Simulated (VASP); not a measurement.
# In (I4/mmm) in VASP: single point with r2SCAN

Aim: the single point of In with r2SCAN.

Everything below comes from runs of VASP 6.6.1. Logs are shortened: lines on timing, memory, paths and dates and some standing lists are left out, and cuts for length are marked.

## 1. The cell of the first run

It takes space group I4/mmm (No. 139, tetragonal). The conventional cell has a = 3.251 Å, b = 3.251 Å, c = 4.947 Å, α = 90.00°, β = 90.00°, γ = 90.00°. In (site symmetry 4/mmm) has 12 In at 3.25 to 3.38 Å within 4.3 Å.

## 2. Single point, r2SCAN

POSCAR

```
In
1.0
   -1.6254700000      1.6254700000      2.4737000000
    1.6254700000     -1.6254700000      2.4737000000
    1.6254700000      1.6254700000     -2.4737000000
In
1
Direct
    0.0000000000      0.0000000000      0.0000000000
```

INCAR.step1

```
SYSTEM = In
PREC = Accurate
ENCUT = 520
ISMEAR = 0
SIGMA = 0.1
LREAL = .False.
LASPH = .True.
NELM = 100
NBANDS = 12
GGA = PE
ALGO = Normal
EDIFF = 1E-4
LWAVE = .True.
LCHARG = .False.
```

INCAR.step2

```
SYSTEM = In
PREC = Accurate
ENCUT = 520
EDIFF = 1E-6
ISMEAR = 0
SIGMA = 0.1
LREAL = .False.
LASPH = .True.
NELM = 100
ALGO = Normal
ISIF = 2
LWAVE = .False.
LCHARG = .False.
METAGGA = R2SCAN
LMIXTAU = .True.
NBANDS = 12
ISTART = 1
```

KPOINTS

```
Automatic mesh
0
Gamma
  6 6 6
  0.5 0.5 0.5
```

Potentials or basis: VASP PAW PBE potentials, release 64 (In_d).

On the command line:

```sh
> cat potpaw_PBE.64/In_d/POTCAR > POTCAR
> cp INCAR.step1 INCAR
> mpirun -np 1 vasp_std > vasp.out
> cp INCAR.step2 INCAR
> mpirun -np 1 vasp_std > vasp.out
```

OUTCAR:

```text
SYSTEM = In
   PREC = Accurate
   ENCUT = 520
   EDIFF = 1E-6
   ISMEAR = 0
   LREAL = .False.
   LASPH = .True.
   NELM = 100
   ISIF = 2
   METAGGA = R2SCAN
   ISTART = 1

 ion  position               nearest neighbor table
   1  0.000  0.000  0.000-

  LATTYP: Found a body centered tetragonal cell.
 ALAT       =     3.2509400000
 C/A-ratio  =     1.5218367611

  Lattice vectors:

 A1 = (  -1.6254700000,   1.6254700000,   2.4737000000)
 A2 = (   1.6254700000,  -1.6254700000,   2.4737000000)
 A3 = (   1.6254700000,   1.6254700000,  -2.4737000000)

Analysis of symmetry for initial positions (statically):
=====================================================================
 Subroutine PRICEL returns:
 Original cell was already a primitive cell.

 Routine SETGRP: Setting up the symmetry group for a
 body centered tetragonal supercell.

 Subroutine GETGRP returns: Found 16 space group operations
 (whereof 16 operations were pure point group operations)
 out of a pool of 16 trial point group operations.

The static configuration has the point symmetry D_4h.

Analysis of symmetry for dynamics (positions and initial velocities):
=====================================================================
 Subroutine PRICEL returns:
 Original cell was already a primitive cell.

 Routine SETGRP: Setting up the symmetry group for a
 body centered tetragonal supercell.

 Subroutine GETGRP returns: Found 16 space group operations
 (whereof 16 operations were pure point group operations)
 out of a pool of 16 trial point group operations.

The dynamic configuration has the point symmetry D_4h.

 Subroutine INISYM returns: Found 16 space group operations
 (whereof 16 operations are pure point group operations),
 and found     1 'primitive' translations

----------------------------------------------------------------------------------------

                                     Primitive cell

  volume of cell :      26.1436

  direct lattice vectors                    reciprocal lattice vectors
    -1.625470000  1.625470000  2.473700000     0.000000000  0.307603339  0.202126369
     1.625470000 -1.625470000  2.473700000     0.307603339  0.000000000  0.202126369
     1.625470000  1.625470000 -2.473700000     0.307603339  0.307603339  0.000000000

  length of vectors
     3.376906444  3.376906444  3.376906444     0.368069129  0.368069129  0.435016814

  position of ions in fractional coordinates (direct lattice)
     0.000000000  0.000000000  0.000000000

  ion indices of the primitive-cell ions
   primitive index   ion index
                 1           1

----------------------------------------------------------------------------------------

 KPOINTS: Automatic mesh

Automatic generation of k-mesh.
 Grid dimensions read from file:
 generate k-points for:    6    6    6

 Generating k-lattice:

  Cartesian coordinates                     Fractional coordinates (reciprocal lattice)
     0.000000000  0.051267223  0.033687728     0.166666667  0.000000000  0.000000000
     0.051267223  0.000000000  0.033687728     0.000000000  0.166666667  0.000000000
     0.051267223  0.051267223  0.000000000     0.000000000  0.000000000  0.166666667

  Length of vectors
     0.061344855  0.061344855  0.072502802

  Shift w.r.t. Gamma in fractional coordinates (k-lattice)
     0.500000000  0.500000000  0.500000000

 Subroutine IBZKPT returns following result:
 ===========================================

 Found     28 irreducible k-points:

 Following reciprocal coordinates:
            Coordinates               Weight
  0.083333  0.083333  0.083333      8.000000
  0.250000  0.083333  0.083333     16.000000
  0.416667  0.083333  0.083333      8.000000
 -0.083333  0.083333  0.083333      4.000000
  0.250000  0.250000  0.083333      8.000000
  0.416667  0.250000  0.083333     16.000000
[... 16 lines left out ...]
 -0.250000  0.416667  0.250000      8.000000
 -0.416667 -0.416667  0.250000      8.000000
 [... further k-points ...]
   k-points           NKPTS =     28   k-points in BZ     NKDIM =     28   number of bands    NBANDS=     12
   number of dos      NEDOS =    301   number of ions     NIONS =      1
   total plane-waves  NPLWV =  21952
   dimension x,y,z NGX =    28 NGY =   28 NGZ =   28
   dimension x,y,z NGXF=    56 NGYF=   56 NGZF=   56
   ions per type =               1
   NGX,Y,Z   is equivalent  to a cutoff of  13.78, 13.78, 13.78 a.u.
   NGXF,Y,Z  is equivalent  to a cutoff of  27.57, 27.57, 27.57 a.u.
 SYSTEM =  In
   PREC   = accura    normal or accurate (medium, high low for compatibility)
   ISTART =      1    job   : 0-new  1-cont  2-samecut
   ICHARG =      0    charge: 1-file 2-atom 10-const
   ISPIN  =      1    spin polarized calculation?
   LNONCOLLINEAR =      F non collinear calculations
   LSORBIT =      F    spin-orbit coupling
   LASPH  =      T    aspherical Exc in radial PAW
   ENCUT  =  520.0 eV  38.22 Ry    6.18 a.u.   6.28  6.28  6.28*2*pi/ulx,y,z
   NELM   =    100;   NELMIN=  2; NELMDL=  0     # of ELM steps
   EDIFF  = 0.1E-05   stopping-criterion for ELM
   LREAL  =      F    real-space projection
   EDIFFG = 0.1E-04   stopping-criterion for IOM
   NSW    =      0    number of steps for IOM
   IBRION =     -1    ionic relax: 0-MD 1-quasi-New 2-CG
   NFREE  =      0    steps in history (QN), initial steepest desc. (CG)
   ISIF   =      2    stress and relaxation
   ISYM   =      2    0-nonsym 1-usesym 2-fastsym
   POTIM  = 0.5000    time-step for ionic-motion
   TEBEG  =    0.0;   TEEND  =   0.0 temperature during run
   PSTRESS=    0.0 pullay stress
   NELECT =      13.0000    total number of electrons
   NUPDOWN=      -1.0000    fix difference up-down
   EMIN   =  10.00;   EMAX   =-10.00  energy-range for DOS
   EFERMI =   0.00;   METHOD = LEGACY
   ISMEAR =     0;   SIGMA  =   0.10  broadening in eV -4-tet -1-fermi 0-gaus
   EFERMI_NEDOS =   21; number of points for ismear=-14 and -15
   IALGO  =     38    algorithm
   IMIX   =      4    mixing-type and parameters
     AMIX     =   0.40;   BMIX     =  1.00
     AMIX_MAG =   1.60;   BMIX_MAG =  1.00
  volume/ion in A,a.u.               =      26.14       176.43
  Fermi-wavevector in a.u.,A,eV,Ry     =   1.296983  2.450943 22.887245  1.682165
  Thomas-Fermi vector in A             =   2.428405
   LORBIT       =      0    0 simple, 1 ext, 2 COOP (PROOUT), +10 PAW based schemes
   METAGGA = R2SCAN    functional components
   LHFCALC =     F    Hartree Fock is set to
   AEXX    =    0.0000 exact exchange contribution
   IVDW    =     0    specifies the selected vdW correction
   LEPSILON=     F    determine dielectric tensor
   LRPA    =     F    only Hartree local field effects (RPA)
 non-spin polarized calculation
 Gauss-broadening in eV      SIGMA  =   0.10
  energy-cutoff  :      520.00
  volume of cell :       26.14
 maximum number of plane-waves:       717
 NGX is ok and might be reduce to    28
   NGX = 13   NGY = 13   NGZ = 13

 number of electron      13.0000006 magnetization

 Free energy of the ion-electron system (eV)
  ---------------------------------------------------
  ext. energy  EPLUGINS =         0.00000000
  ---------------------------------------------------
  free energy    TOTEN  =       -22.55503042 eV

  energy without entropy =      -22.55076764  energy(sigma->0) =      -22.55289903

 E-fermi :   7.1904     XC(G=0): -11.0808

 val. band max:        7.0900478195   @ k =  -0.2500   0.4167   0.0833
 cond. band min:       7.2023349346   @ k =  -0.4167   0.4167   0.2500
 fundamental gap:      0.1122871150
 Fermi energy:         7.1903714602

 k-point     1 :       0.0833    0.0833    0.0833
  band No.  band energies     occupation
      1      -7.7621      2.00000
      2      -7.6828      2.00000
      3      -7.6597      2.00000
      4      -7.6149      2.00000
      5      -7.5125      2.00000
      6      -1.4460      2.00000
      7      14.0922      0.00000
      8      14.1613      0.00000
      9      17.9440      0.00000
     10      18.8633      0.00000
     11      20.5753      0.00000
     12      22.2636      0.00000

 k-point     2 :       0.2500    0.0833    0.0833
  band No.  band energies     occupation
      1      -7.7771      2.00000
      2      -7.6871      2.00000
      3      -7.6753      2.00000
      4      -7.5322      2.00000
      5      -7.4409      2.00000
      6       0.5386      2.00000
      7       8.5373      0.00000
      8      13.5936      0.00000
      9      16.1213      0.00000
     10      18.1328      0.00000
     11      20.1802      0.00000
     12      22.8090      0.00000

 k-point     3 :       0.4167    0.0833    0.0833
  band No.  band energies     occupation
      1      -7.7915      2.00000
      2      -7.7099      2.00000
      3      -7.6894      2.00000
      4      -7.4834      2.00000
      5      -7.3810      2.00000
      6       3.4131      2.00000
      7       4.4161      2.00000
      8      14.0239      0.00000
      9      14.5685      0.00000
     10      17.5192      0.00000
     11      19.7510      0.00000
     12      25.1754      0.00000
[... 286 lines left out ...]
 k-point    23 :      -0.2500    0.4167    0.2500
  band No.  band energies     occupation
      1      -7.8466      2.00000
      2      -7.6803      2.00000
      3      -7.5531      2.00000
      4      -7.5432      2.00000
      5      -7.4224      2.00000
      6       3.9680      2.00000
      7       5.3896      2.00000
      8       9.1264      0.00000
      9      14.7160      0.00000
     10      17.3981      0.00000
     11      25.4123      0.00000
     12      25.6158      0.00000

 k-point    24 :      -0.4167   -0.4167    0.2500
  band No.  band energies     occupation
      1      -7.8316      2.00000
      2      -7.7829      2.00000
      3      -7.5574      2.00000
      4      -7.4573      2.00000
      5      -7.4051      2.00000
      6       3.2872      2.00000
      7       7.6981      0.00000
      8       9.5788      0.00000
      9      10.3682      0.00000
     10      20.3538      0.00000
     11      20.6992      0.00000
     12      24.8998      0.00000

 [... further k-points ...]

------------------------ aborting loop because EDIFF is reached ----------------------------------------

  FORCE on cell =-STRESS in cart. coord.  units (eV):
  Direction    XX          YY          ZZ          XY          YZ          ZX
  --------------------------------------------------------------------------------------
  -------------------------------------------------------------------------------------
  Total       -0.0131784     -0.0131784      0.1702596      0.0000000      0.0000000      0.0000000
  in kB       -0.8076209     -0.8076209     10.4341563      0.0000000      0.0000000      0.0000000
  external PRESSURE =       2.9396382 kB  Pullay stress =       0.0000000 kB

 VOLUME and BASIS-vectors are now :
 -----------------------------------------------------------------------------
  energy-cutoff  :      520.00
  volume of cell :       26.14
      direct lattice vectors                 reciprocal lattice vectors
    -1.625470000  1.625470000  2.473700000     0.000000000  0.307603339  0.202126369
     1.625470000 -1.625470000  2.473700000     0.307603339  0.000000000  0.202126369
     1.625470000  1.625470000 -2.473700000     0.307603339  0.307603339  0.000000000

 POSITION                                       TOTAL-FORCE (eV/Angst)
 -----------------------------------------------------------------------------------
      0.00000      0.00000      0.00000         0.000000      0.000000      0.000000
 -----------------------------------------------------------------------------------
    total drift:                               -0.000000     -0.000000     -0.000000

  FREE ENERGIE OF THE ION-ELECTRON SYSTEM (eV)
  ---------------------------------------------------
  free  energy   TOTEN  =       -22.5550304201 eV

  energy  without entropy=      -22.5507676376  energy(sigma->0) =      -22.55289903
```

Wall time 21 s (1 thread of Intel Xeon 6975P-C (Granite Rapids), shared host); peak memory 0.16 GiB.

What came out:

```
Free energy : -22.5550 eV
Pressure    : 0.3 GPa
```

Caveat: the k points lie up to 0.46 Å⁻¹ apart; the PAW data sets were made with another functional, which shifts forces and pressure a little; spin-orbit coupling is left out, which moves the levels of the heavy elements.
